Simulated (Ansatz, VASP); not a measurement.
Al: VASP beside Ansatz

INCAR

```
SYSTEM = Al
ALGO     = Normal         ! electronic algorithm
EDIFF    = 1E-6           ! SCF threshold, eV
ENCUT    = 520            ! plane-wave cutoff, eV
GGA      = PE             ! functional
ISIF     = 2              ! what is computed and relaxed
ISMEAR   = 0              ! smearing method
LASPH    = .TRUE.         ! aspherical terms in the spheres
LCHARG   = .FALSE.        ! write CHGCAR
LREAL    = .FALSE.        ! projectors in reciprocal space
LWAVE    = .FALSE.        ! write WAVECAR
NBANDS   = 8              ! bands
NELM     = 60             ! most SCF steps
PREC     = Accurate       ! precision mode
SIGMA    = 0.15           ! smearing width, eV
```

File KPOINTS:

```
k-points
0
G
  20 20 20
  0 0 0
```

Contents of POSCAR:

```
Al
1.0
    0.0000000000      1.8620616000      2.0239800000
    1.8620616000      0.0000000000      2.0239800000
    1.8620616000      1.8620616000      0.0000000000
Al
1
Direct
    0.0000000000      0.0000000000      0.0000000000
```

Input for Ansatz:

```yaml
crystal:
  lattice:
    - [0.0, 1.8620616, 2.02398]
    - [1.8620616, 0.0, 2.02398]
    - [1.8620616, 1.8620616, 0.0]
  atoms:
    - { symbol: Al, position: [0.0, 0.0, 0.0] }
basis:
  ecutwfc: 420
kpoints:
  mp_grid: { grid: [20, 20, 20] }
hamiltonian:
  xc: pbe
scf:
  occupations: { method: gaussian, width: 0.15 }
output:
  forces: true
  stress: true
  eigenvalues: true
```

Change from the starting cell: strain -0.080 along x and y, +0.000 along z, atoms carried along.

Alike in both runs: task single point; functional PBE; k mesh 20 × 20 × 20; occupations gaussian, width 0.15 eV; no spin polarisation.

|  | VASP | Ansatz |
| --- | --- | --- |
| version | VASP 6.6.1 | Ansatz 0.2.0 |
| potentials or method | VASP PAW PBE potentials, release 64 (Al), cutoff 520 eV | scalar-relativistic, plane waves, PAW |
| valence electrons in the cell | 3 | 3 |

VASP gave:

| Quantity | Value |
| --- | --- |
| gap on the k mesh at the Fermi level (eV) | none |
| pressure (GPa) | 18.8 |
| traceless stress, the component that is largest in VASP (GPa) | -7.06 |

Q: Estimate Ansatz's values.

A: gap on the k mesh at the Fermi level (eV): none; pressure (GPa): 18.8; traceless stress, the component that is largest in VASP (GPa): -7.05.

A gap of «none» marks a metal or a gap that the smearing closes.
